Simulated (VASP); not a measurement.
The system is SnO.

```
Sn O
1.0
     3.28775    0.00000    0.00000
     0.00000    3.28775    0.00000
     0.00000    0.00000    3.28775
Sn O
1 1
Direct
  0.00000 0.00000 0.00000
  0.50000 0.50000 0.50000
```

| Item | Value |
| --- | --- |
| Program | VASP 6.6.1 |
| Task | relaxation of cell and atoms |
| Functional | PBEsol |
| Potentials or basis | VASP PAW PBE potentials, release 64 (Sn_d, O) |
| Cutoff | 600 eV |
| k mesh | 6 × 6 × 6 |
| Occupations | fermi-dirac, width 0.03 eV |
| Spin | no spin polarisation |

At the start: pressure -14.3 GPa; volume 17.77 Å³/atom.

**Question.** Where does the relaxation end?

**Answer.** Over 15 steps the energy falls by 164.8 meV/atom and the volume is 14.66 Å³/atom (-17.5 %); space group Pm-3m (No. 221, to 0.05 Å).

Step by step:
```tsv
step	energy change (eV)	largest force (eV/Å)	pressure (GPa)	volume (Å³)
1	0.0000	0.0000	-14.26	35.54
2	-0.3082	0.0000	5.53	28.01
3	-0.3295	0.0000	0.14	29.28
4	-0.3295	0.0000	-0.33	29.40
5	-0.3295	0.0000	-0.35	29.40
6	-0.3295	0.0000	-0.27	29.39
7	-0.3295	0.0000	-0.29	29.39
8	-0.3295	0.0000	-0.30	29.39
9	-0.3295	0.0000	-0.31	29.39
10	-0.3295	0.0000	-0.32	29.39
11	-0.3295	0.0000	-0.30	29.38
12	-0.3295	0.0000	-0.25	29.38
13	-0.3295	0.0000	-0.19	29.37
14	-0.3295	0.0000	-0.14	29.35
15	-0.3296	0.0000	0.03	29.32
```

Final structure:
```yaml
crystal:
  lattice:
    - [3.08344, 0.00000, 0.00000]
    - [0.00000, 3.08344, 0.00000]
    - [0.00000, 0.00000, 3.08344]
  atoms:
    - { symbol: Sn, position: [0.00000, 0.00000, 0.00000] }
    - { symbol: O, position: [0.50000, 0.50000, 0.50000] }
```

Caveat: the volume moved by over 15 % at a fixed basis, so the end points are rough; the PAW data sets were made with another functional, which shifts forces and pressure a little.
